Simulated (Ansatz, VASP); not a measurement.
## Tl: VASP beside Ansatz

Contents of POSCAR:

```
Tl
1.0
    3.4560000000      0.0000000000      0.0000000000
   -1.7280000000      2.9929837955      0.0000000000
    0.0000000000      0.0000000000      5.5250000000
Tl
2
Direct
    0.6666666667      0.3333333333      0.7500000000
    0.3333333333      0.6666666667      0.2500000000
```

Contents of INCAR.step1:

```
PREC = Accurate
ENCUT = 400
EDIFF = 1E-5
ISMEAR = 1
SIGMA = 0.05
LREAL = F
LASPH = T
NELM = 120
ALGO = Normal
ISIF = 2
LWAVE = T
LCHARG = F
NBANDS = 20
GGA = PE
GGA_COMPAT = F
```

Contents of INCAR.step2:

```
PREC = Accurate
ENCUT = 400
EDIFF = 1E-6
ISMEAR = 1
SIGMA = 0.05
LREAL = F
LASPH = T
NELM = 120
ALGO = Normal
ISIF = 2
LWAVE = F
LCHARG = F
GGA = PE
LHFCALC = T
AEXX = 0.25
HFSCREEN = 0.3
PRECFOCK = Normal
NBANDS = 20
ISTART = 1
GGA_COMPAT = F
```

KPOINTS

```
Automatic mesh
0
Gamma
  6 6 4
```

File input.yaml:

```yaml
crystal:
  lattice: { a: 3.456, b: 3.456, c: 5.525, alpha: 90.0, beta: 90.0, gamma: 120.0 }
  space_group: 194
  reduce_to_primitive: true
  atoms:
    - { symbol: Tl, wyckoff: "2c", position: [0.6666666667, 0.3333333333, 0.75] }
hamiltonian:
  xc: { exchange: pbe, correlation: pbe, exx: { coeff: 0.25, omega: 0.3 } }
  pseudopotentials: { kind: paw }
kpoints:
  mp_grid: { grid: [6, 6, 4] }
scf:
  occupations: { method: methfessel_paxton, width: 0.05 }
  n_extra_bands: 6
output:
  forces: true
  stress: true
  eigenvalues: true
  dos: { projected: true, de: 0.05 }
```

Alike in both runs: functional PBE-based screened hybrid; k mesh 6 × 6 × 4; occupations methfessel-paxton of order 1, width 0.05 eV; no spin polarisation.

|  | VASP | Ansatz |
| --- | --- | --- |
| version | VASP 6.6.1 | Ansatz 0.2.0 |
| potentials or method | VASP PAW PBE potentials, release 64 (Tl_d) | Ansatz PAW |
| plane-wave cutoff (eV) | 400 | 420 |
| valence electrons in the cell | 26 | 26 |
| task | single point | projected density of states |

VASP gave:

| Quantity | Value |
| --- | --- |
| gap on the k mesh at the Fermi level (eV) | none |
| pressure (GPa) | 2.1 |
| traceless stress, the component that is largest in VASP (GPa) | 2.72 |

Problem. Estimate Ansatz's values.

Solution. gap on the k mesh at the Fermi level (eV): none; pressure (GPa): 2.2; traceless stress, the component that is largest in VASP (GPa): 2.70.

VASP's potentials were made for PBE, not for PBE-based screened hybrid. A gap of «none» marks a metal or a gap that the smearing closes. The functional is the same, so the differences come from potentials, cutoffs and numerics.

Neither program's run includes spin-orbit coupling.
